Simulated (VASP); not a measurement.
# Si (Fd-3m) in VASP: further runs, part 2 of 2

VASP 6.6.1.

**4. Electric field gradients, LDA (19.62 Å³/atom)**

This run uses another cell than the first one, of 19.62 Å³/atom.

The input, INCAR:

```
SYSTEM = Si
ALGO = Normal ; EDIFF = 1E-8
ENCUT = 520 ; ISIF = 2
ISMEAR = -1 ; LASPH = .True.
LCHARG = .False. ; LEFG = .True.
LREAL = .False. ; LWAVE = .False.
NBANDS = 11 ; NELM = 60
PREC = Accurate ; SIGMA = 0.08
```

The input, KPOINTS:

```
k-points
0
Gamma
  12 12 12
  0 0 0
```

The input, POSCAR:

```
Si
1.0
    0.0000000000      2.6972448200      2.6972448200
    2.6972448200      0.0000000000      2.6972448200
    2.6972448200      2.6972448200      0.0000000000
Si
2
Direct
    0.5000000000      0.5000000000      0.5000000000
    0.7500000000      0.7500000000      0.7500000000
```

Potentials or basis: VASP PAW LDA potentials, release 64 (Si).

The run is started by

```bash
> cat potpaw_LDA.64/Si/POTCAR > POTCAR
> mpirun -np 1 vasp_std > vasp.out
```

OUTCAR:

```text
SYSTEM = Si
   EDIFF = 1E-8
   ENCUT = 520
   ISIF = 2
   ISMEAR = -1
   LASPH = .True.
   LREAL = .False.
   NELM = 60
   PREC = Accurate

 ion  position               nearest neighbor table
   1  0.500  0.500  0.500-   2 2.34   2 2.34   2 2.34   2 2.34
   2  0.750  0.750  0.750-   1 2.34   1 2.34   1 2.34   1 2.34

  LATTYP: Found a face centered cubic cell.
 ALAT       =     5.3944896400

  Lattice vectors:

 A1 = (   0.0000000000,   2.6972448200,   2.6972448200)
 A2 = (   2.6972448200,   0.0000000000,   2.6972448200)
 A3 = (   2.6972448200,   2.6972448200,   0.0000000000)

Analysis of symmetry for initial positions (statically):
=====================================================================
 Subroutine PRICEL returns:
 Original cell was already a primitive cell.

 Routine SETGRP: Setting up the symmetry group for a
 face centered cubic supercell.

 Subroutine GETGRP returns: Found 48 space group operations
 (whereof 24 operations were pure point group operations)
 out of a pool of 48 trial point group operations.

The static configuration has the point symmetry T_d .
 The point group associated with its full space group is O_h .

Analysis of symmetry for dynamics (positions and initial velocities):
=====================================================================
 Subroutine PRICEL returns:
 Original cell was already a primitive cell.

 Routine SETGRP: Setting up the symmetry group for a
 face centered cubic supercell.

 Subroutine GETGRP returns: Found 48 space group operations
 (whereof 24 operations were pure point group operations)
[... 482 lines left out ...]
      2      -0.8858      2.00000
      3       2.9211      2.00000
      4       4.3574      2.00000
      5       8.0865      0.00000
      6      10.0049      0.00000
      7      10.3358      0.00000
      8      13.9263      0.00000
      9      14.4860      0.00000
     10      14.7601      0.00000
     11      17.0946      0.00000

 [... further k-points ...]

------------------------ aborting loop because EDIFF is reached ----------------------------------------

  FORCE on cell =-STRESS in cart. coord.  units (eV):
  Direction    XX          YY          ZZ          XY          YZ          ZX
  --------------------------------------------------------------------------------------
  -------------------------------------------------------------------------------------
  Total        0.1095718      0.1095718      0.1095718      0.0000000      0.0000000     -0.0000000
  in kB        4.4731998      4.4731998      4.4731998      0.0000000      0.0000000     -0.0000000
  external PRESSURE =       4.4731998 kB  Pullay stress =       0.0000000 kB

 VOLUME and BASIS-vectors are now :
 -----------------------------------------------------------------------------
  energy-cutoff  :      520.00
  volume of cell :       39.25
      direct lattice vectors                 reciprocal lattice vectors
     0.000000000  2.697244820  2.697244820    -0.185374348  0.185374348  0.185374348
     2.697244820  0.000000000  2.697244820     0.185374348 -0.185374348  0.185374348
     2.697244820  2.697244820  0.000000000     0.185374348  0.185374348 -0.185374348

 POSITION                                       TOTAL-FORCE (eV/Angst)
 -----------------------------------------------------------------------------------
      2.69724      2.69724      2.69724         0.000000      0.000000      0.000000
      4.04587      4.04587      4.04587        -0.000000     -0.000000     -0.000000
 -----------------------------------------------------------------------------------
    total drift:                                0.000000      0.000000     -0.000000

  FREE ENERGIE OF THE ION-ELECTRON SYSTEM (eV)
  ---------------------------------------------------
  free  energy   TOTEN  =       -11.9195911133 eV

  energy  without entropy=      -11.9190363626  energy(sigma->0) =      -11.91931374

 Electric field gradients (V/A^2)
---------------------------------------------------------------------
 ion       V_xx      V_yy      V_zz      V_xy      V_xz      V_yz
---------------------------------------------------------------------
   1      -0.000     0.000    -0.000    -0.000    -0.000    -0.000
   2      -0.000    -0.000    -0.000    -0.000    -0.000    -0.000
---------------------------------------------------------------------

 Electric field gradients after diagonalization (V/A^2)
 (convention: |V_zz| > |V_xx| > |V_yy|)
----------------------------------------------------------------------
 ion       V_xx      V_yy      V_zz     asymmetry (V_yy - V_xx)/ V_zz
----------------------------------------------------------------------
   1       0.000     0.000    -0.000       0.000
   2       0.000     0.000    -0.000       0.000
----------------------------------------------------------------------

           NMR quadrupolar parameters

 Cq : quadrupolar parameter    Cq=e*Q*V_zz/h
 eta: asymmetry parameters     (V_yy - V_xx)/ V_zz
 Q  : nuclear electric quadrupole moment in mb (millibarn)
----------------------------------------------------------------------
 ion       Cq(MHz)       eta       Q (mb)
----------------------------------------------------------------------
   1      -0.000       0.000       1.000
   2      -0.000       0.000       1.000
----------------------------------------------------------------------
```

OSZICAR:

```text
N       E                     dE             d eps       ncg     rms          rms(c)
DAV:   1     0.715114146956E+01    0.71511E+01   -0.32581E+03  1584   0.586E+02
DAV:   2    -0.116303494295E+02   -0.18781E+02   -0.17956E+02  2197   0.870E+01
DAV:   3    -0.121892444015E+02   -0.55889E+00   -0.55733E+00  2006   0.130E+01
DAV:   4    -0.121938146189E+02   -0.45702E-02   -0.45697E-02  1926   0.149E+00
DAV:   5    -0.121938609199E+02   -0.46301E-04   -0.46300E-04  2024   0.136E-01    0.514E+00
DAV:   6    -0.120045106180E+02    0.18935E+00   -0.11092E-01  1796   0.132E+00    0.308E+00
DAV:   7    -0.119194517546E+02    0.85059E-01   -0.19495E-01  1834   0.180E+00    0.248E-01
DAV:   8    -0.119196170973E+02   -0.16534E-03   -0.82515E-03  1794   0.495E-01    0.841E-02
DAV:   9    -0.119195861752E+02    0.30922E-04   -0.23502E-04  1974   0.813E-02    0.640E-02
DAV:  10    -0.119195912754E+02   -0.51003E-05   -0.17195E-05  1840   0.242E-02    0.293E-02
DAV:  11    -0.119195911114E+02    0.16402E-06   -0.10619E-06  1890   0.538E-03    0.211E-03
DAV:  12    -0.119195911133E+02   -0.19386E-08   -0.25267E-08  1914   0.952E-04
   1 F= -.11919591E+02 E0= -.11919314E+02  d E =-.554751E-03
```

It took 17 s on 1 thread of AMD EPYC 7R13 (Zen 3), shared host; peak memory 0.11 GiB.

Results:

| Property | Result |
| --- | --- |
| Free energy | -11.9196 eV |
| Pressure | 0.4 GPa |
| Band gap on the k mesh | 0.44 eV (least direct gap 2.53 eV) |
| Largest electric field gradient by atom | zero within the noise of the run |

A k mesh can miss the band edges.

**5. Electric field gradients, LDA (19.82 Å³/atom)**

This run uses another cell than the first one, of 19.82 Å³/atom.

The input, INCAR:

```
SYSTEM = Si
PREC = Accurate
ENCUT = 520
EDIFF = 1E-8
ISMEAR = -1
SIGMA = 0.08
LREAL = .False.
LASPH = .True.
NELM = 80
ALGO = Normal
ISIF = 2
LWAVE = .False.
LCHARG = .False.
LEFG = .True.
NBANDS = 11
```

The input, KPOINTS:

```
regular mesh
0
Gamma
  12 12 12
  0 0 0
```

The input, POSCAR:

```
Si
1.0
    0.0000000000      2.7063880927      2.7063880927
    2.7063880927      0.0000000000      2.7063880927
    2.7063880927      2.7063880927      0.0000000000
Si
2
Direct
    0.5000000000      0.5000000000      0.5000000000
    0.7500000000      0.7500000000      0.7500000000
```

Potentials or basis: VASP PAW LDA potentials, release 64 (Si).

The run is started by

```bash
> cat potpaw_LDA.64/Si/POTCAR > POTCAR
> mpirun -np 1 vasp_std > vasp.out
```

OUTCAR:

```text
SYSTEM = Si
   PREC = Accurate
   ENCUT = 520
   EDIFF = 1E-8
   ISMEAR = -1
   LREAL = .False.
   LASPH = .True.
   NELM = 80
   ISIF = 2

 ion  position               nearest neighbor table
   1  0.500  0.500  0.500-   2 2.34   2 2.34   2 2.34   2 2.34
   2  0.750  0.750  0.750-   1 2.34   1 2.34   1 2.34   1 2.34

  LATTYP: Found a face centered cubic cell.
 ALAT       =     5.4127761854

  Lattice vectors:

 A1 = (   0.0000000000,   2.7063880927,   2.7063880927)
 A2 = (   2.7063880927,   0.0000000000,   2.7063880927)
 A3 = (   2.7063880927,   2.7063880927,   0.0000000000)

Analysis of symmetry for initial positions (statically):
=====================================================================
 Subroutine PRICEL returns:
 Original cell was already a primitive cell.

 Routine SETGRP: Setting up the symmetry group for a
 face centered cubic supercell.

 Subroutine GETGRP returns: Found 48 space group operations
 (whereof 24 operations were pure point group operations)
 out of a pool of 48 trial point group operations.

The static configuration has the point symmetry T_d .
 The point group associated with its full space group is O_h .

Analysis of symmetry for dynamics (positions and initial velocities):
=====================================================================
 Subroutine PRICEL returns:
 Original cell was already a primitive cell.

 Routine SETGRP: Setting up the symmetry group for a
 face centered cubic supercell.

 Subroutine GETGRP returns: Found 48 space group operations
 (whereof 24 operations were pure point group operations)
[... 482 lines left out ...]
      2      -0.9494      2.00000
      3       2.8392      2.00000
      4       4.2665      2.00000
      5       7.9761      0.00000
      6       9.8753      0.00000
      7      10.2244      0.00000
      8      13.7802      0.00000
      9      14.3342      0.00000
     10      14.6303      0.00000
     11      16.9369      0.00000

 [... further k-points ...]

------------------------ aborting loop because EDIFF is reached ----------------------------------------

  FORCE on cell =-STRESS in cart. coord.  units (eV):
  Direction    XX          YY          ZZ          XY          YZ          ZX
  --------------------------------------------------------------------------------------
  -------------------------------------------------------------------------------------
  Total       -0.1315853     -0.1315853     -0.1315853      0.0000000      0.0000000     -0.0000000
  in kB       -5.3176260     -5.3176260     -5.3176260      0.0000000      0.0000000     -0.0000000
  external PRESSURE =      -5.3176260 kB  Pullay stress =       0.0000000 kB

 VOLUME and BASIS-vectors are now :
 -----------------------------------------------------------------------------
  energy-cutoff  :      520.00
  volume of cell :       39.65
      direct lattice vectors                 reciprocal lattice vectors
     0.000000000  2.706388093  2.706388093    -0.184748079  0.184748079  0.184748079
     2.706388093  0.000000000  2.706388093     0.184748079 -0.184748079  0.184748079
     2.706388093  2.706388093  0.000000000     0.184748079  0.184748079 -0.184748079

 POSITION                                       TOTAL-FORCE (eV/Angst)
 -----------------------------------------------------------------------------------
      2.70639      2.70639      2.70639         0.000000     -0.000000     -0.000000
      4.05958      4.05958      4.05958         0.000000      0.000000      0.000000
 -----------------------------------------------------------------------------------
    total drift:                                0.000000      0.000000     -0.000000

  FREE ENERGIE OF THE ION-ELECTRON SYSTEM (eV)
  ---------------------------------------------------
  free  energy   TOTEN  =       -11.9195102188 eV

  energy  without entropy=      -11.9189978638  energy(sigma->0) =      -11.91925404

 Electric field gradients (V/A^2)
---------------------------------------------------------------------
 ion       V_xx      V_yy      V_zz      V_xy      V_xz      V_yz
---------------------------------------------------------------------
   1      -0.000     0.000    -0.000    -0.000    -0.000    -0.000
   2       0.000     0.000    -0.000    -0.000    -0.000    -0.000
---------------------------------------------------------------------

 Electric field gradients after diagonalization (V/A^2)
 (convention: |V_zz| > |V_xx| > |V_yy|)
----------------------------------------------------------------------
 ion       V_xx      V_yy      V_zz     asymmetry (V_yy - V_xx)/ V_zz
----------------------------------------------------------------------
   1       0.000     0.000    -0.000       0.000
   2       0.000     0.000    -0.000       0.000
----------------------------------------------------------------------

           NMR quadrupolar parameters

 Cq : quadrupolar parameter    Cq=e*Q*V_zz/h
 eta: asymmetry parameters     (V_yy - V_xx)/ V_zz
 Q  : nuclear electric quadrupole moment in mb (millibarn)
----------------------------------------------------------------------
 ion       Cq(MHz)       eta       Q (mb)
----------------------------------------------------------------------
   1      -0.000       0.000       1.000
   2      -0.000       0.000       1.000
----------------------------------------------------------------------
```

It took 17 s on 1 thread of AMD EPYC 7R13 (Zen 3), shared host; peak memory 0.12 GiB.

What came out:

```
Free energy                             : -11.9195 eV
Pressure                                : -0.5 GPa
Band gap on the k mesh                  : 0.45 eV (least direct gap 2.53 eV)
Largest electric field gradient by atom : zero within the noise of the run
```

Levels at points of the mesh, in eV from the valence-band top:
```
           k point  band 2  band 3  band 4  band 5  band 6  band 7
(0.00, 0.00, 0.00)    0.00    0.00    0.00    2.53    2.53    2.53
(0.50, 0.00, 0.00)   -7.04   -1.20   -1.20    1.46    3.29    3.29
(0.50, 0.50, 0.00)   -7.85   -2.88   -2.88    0.59    0.59   10.06
```

A k mesh can miss the band edges.

**6. Electric field gradients, LDA (19.82 Å³/atom)**

This run uses another cell than the first one, of 19.82 Å³/atom.

The input, INCAR:

```
ALGO = Normal
EDIFF = 1E-8
ENCUT = 520
GGA = CA
ISIF = 2
ISMEAR = -1
LASPH = T
LCHARG = F
LEFG = T
LREAL = F
LWAVE = F
NBANDS = 11
NELM = 100
PREC = Accurate
SIGMA = 0.08
```

The input, KPOINTS:

```
k-points
0
Gamma
  12 12 12
```

POSCAR is that of step 5.

Potentials or basis: VASP PAW LDA potentials, release 64 (Si).

The run is started by

```bash
> cat potpaw_LDA.64/Si/POTCAR > POTCAR
> mpirun -np 1 vasp_std > vasp.out
```

OUTCAR:

```text
EDIFF = 1E-8
   ENCUT = 520
   GGA = CA
   ISIF = 2
   ISMEAR = -1
   LASPH = T
   LREAL = F
   NELM = 100
   PREC = Accurate

 ion  position               nearest neighbor table
   1  0.500  0.500  0.500-   2 2.34   2 2.34   2 2.34   2 2.34
   2  0.750  0.750  0.750-   1 2.34   1 2.34   1 2.34   1 2.34

  LATTYP: Found a face centered cubic cell.
 ALAT       =     5.4127761854

  Lattice vectors:

 A1 = (   0.0000000000,   2.7063880927,   2.7063880927)
 A2 = (   2.7063880927,   0.0000000000,   2.7063880927)
 A3 = (   2.7063880927,   2.7063880927,   0.0000000000)

Analysis of symmetry for initial positions (statically):
=====================================================================
 Subroutine PRICEL returns:
 Original cell was already a primitive cell.

 Routine SETGRP: Setting up the symmetry group for a
 face centered cubic supercell.

 Subroutine GETGRP returns: Found 48 space group operations
[... 524 lines left out ...]
  volume of cell :       39.65
      direct lattice vectors                 reciprocal lattice vectors
     0.000000000  2.706388093  2.706388093    -0.184748079  0.184748079  0.184748079
     2.706388093  0.000000000  2.706388093     0.184748079 -0.184748079  0.184748079
     2.706388093  2.706388093  0.000000000     0.184748079  0.184748079 -0.184748079

 POSITION                                       TOTAL-FORCE (eV/Angst)
 -----------------------------------------------------------------------------------
      2.70639      2.70639      2.70639         0.000000     -0.000000     -0.000000
      4.05958      4.05958      4.05958         0.000000      0.000000      0.000000
 -----------------------------------------------------------------------------------
    total drift:                                0.000000      0.000000     -0.000000

  FREE ENERGIE OF THE ION-ELECTRON SYSTEM (eV)
  ---------------------------------------------------
  free  energy   TOTEN  =       -11.9195102188 eV

  energy  without entropy=      -11.9189978638  energy(sigma->0) =      -11.91925404

 Electric field gradients (V/A^2)
---------------------------------------------------------------------
 ion       V_xx      V_yy      V_zz      V_xy      V_xz      V_yz
---------------------------------------------------------------------
   1      -0.000     0.000    -0.000    -0.000    -0.000    -0.000
   2       0.000     0.000    -0.000    -0.000    -0.000    -0.000
---------------------------------------------------------------------

 Electric field gradients after diagonalization (V/A^2)
 (convention: |V_zz| > |V_xx| > |V_yy|)
----------------------------------------------------------------------
 ion       V_xx      V_yy      V_zz     asymmetry (V_yy - V_xx)/ V_zz
----------------------------------------------------------------------
   1       0.000     0.000    -0.000       0.000
   2       0.000     0.000    -0.000       0.000
----------------------------------------------------------------------

           NMR quadrupolar parameters

 Cq : quadrupolar parameter    Cq=e*Q*V_zz/h
 eta: asymmetry parameters     (V_yy - V_xx)/ V_zz
 Q  : nuclear electric quadrupole moment in mb (millibarn)
----------------------------------------------------------------------
 ion       Cq(MHz)       eta       Q (mb)
----------------------------------------------------------------------
   1      -0.000       0.000       1.000
   2      -0.000       0.000       1.000
----------------------------------------------------------------------
```

OSZICAR:

```text
N       E                     dE             d eps       ncg     rms          rms(c)
DAV:   1     0.732568711817E+01    0.73257E+01   -0.32823E+03  1584   0.588E+02
DAV:   2    -0.115904307678E+02   -0.18916E+02   -0.18029E+02  2102   0.863E+01
DAV:   3    -0.121823550468E+02   -0.59192E+00   -0.59036E+00  2099   0.135E+01
DAV:   4    -0.121867868027E+02   -0.44318E-02   -0.44310E-02  1861   0.145E+00
DAV:   5    -0.121868351668E+02   -0.48364E-04   -0.48364E-04  2079   0.141E-01    0.507E+00
DAV:   6    -0.120027110022E+02    0.18412E+00   -0.10664E-01  1801   0.129E+00    0.303E+00
DAV:   7    -0.119193544403E+02    0.83357E-01   -0.18894E-01  1826   0.178E+00    0.237E-01
DAV:   8    -0.119195333443E+02   -0.17890E-03   -0.80483E-03  1794   0.488E-01    0.825E-02
DAV:   9    -0.119195051004E+02    0.28244E-04   -0.22425E-04  1959   0.799E-02    0.631E-02
DAV:  10    -0.119195103840E+02   -0.52836E-05   -0.16637E-05  1873   0.239E-02    0.277E-02
DAV:  11    -0.119195102161E+02    0.16786E-06   -0.10262E-06  1869   0.526E-03    0.203E-03
DAV:  12    -0.119195102188E+02   -0.26840E-08   -0.24623E-08  1884   0.937E-04
   1 F= -.11919510E+02 E0= -.11919254E+02  d E =-.512355E-03
```

stdout:

```text
POSCAR found type information on POSCAR Si
 POSCAR found :  1 types and       2 ions
 scaLAPACK will be used
 LDA part: xc-table for (Slater(with rela. corr.)+CA(PZ))
 , standard interpolation
 POSCAR, INCAR and KPOINTS ok, starting setup
 FFT: planning ... GRIDC
 FFT: planning ... GRID_SOFT
 FFT: planning ... GRID
 WAVECAR not read
 entering main loop
ion   1

ion   2
```

It took 18 s on 1 thread of AMD EPYC 7R13 (Zen 3), shared host; peak memory 0.12 GiB.

What came out:

```
Free energy                             : -11.9195 eV
Pressure                                : -0.5 GPa
Band gap on the k mesh                  : 0.45 eV (least direct gap 2.53 eV)
Largest electric field gradient by atom : zero within the noise of the run
```

**7. Summary**

| cell | gap on the mesh (eV) | pressure (GPa) |
| --- | --- | --- |
| a = 3.788 Å, angles 60.0°, 2 atoms | 0.40 | 2.6 |
| a = 3.814 Å, angles 60.0°, 2 atoms | 0.44 | 0.4 |
| a = 3.827 Å, angles 60.0°, 2 atoms | 0.45 | -0.5 |

Alike in all rows: task electric field gradients; level LDA; potentials or basis VASP PAW LDA potentials, release 64 (Si); no spin polarisation; k mesh 12 × 12 × 12; cutoff (eV) 520; smearing fermi-dirac 0.08 eV.

Absolute energies hang on the potentials; compare differences alone.
